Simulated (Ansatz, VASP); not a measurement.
## CsI in VASP and in Ansatz

```
Cs I
1.0
     4.75779    0.00000    0.00000
     0.00000    4.75779    0.00000
     0.00000    0.00000    4.75779
Cs I
1 1
Direct
  0.00000 0.00000 0.00000
  0.50000 0.50000 0.50000
```

Alike in both runs: task single point; functional r2SCAN; k mesh 6 × 6 × 6; occupations gaussian, width 0.02 eV; no spin polarisation.

```csv
,VASP,Ansatz
version,VASP 6.6.1,Ansatz 0.2.0
potentials or method,"VASP PAW PBE potentials, release 64 (Cs_sv, I), cutoff 550 eV","scalar-relativistic, plane waves, PAW"
valence electrons in the cell,16,26
```

|  | VASP | Ansatz | Ansatz less VASP |
| --- | --- | --- | --- |
| gap on the k mesh at the Fermi level (eV) | 4.19 | 4.20 | +0.015 |
| least direct gap on the mesh (eV) | 4.29 | 4.30 | +0.013 |
| pressure (GPa) | -0.9 | -0.9 | -0.02 |

VASP's potentials were made for PBE, not for r2SCAN. With one functional, cell and mesh, what is left measures potentials, basis and numerics. VASP's potentials hold 16 valence electrons a cell and Ansatz's 26, so a difference there can come from the potentials and not from the codes.

Spin-orbit coupling is off throughout.
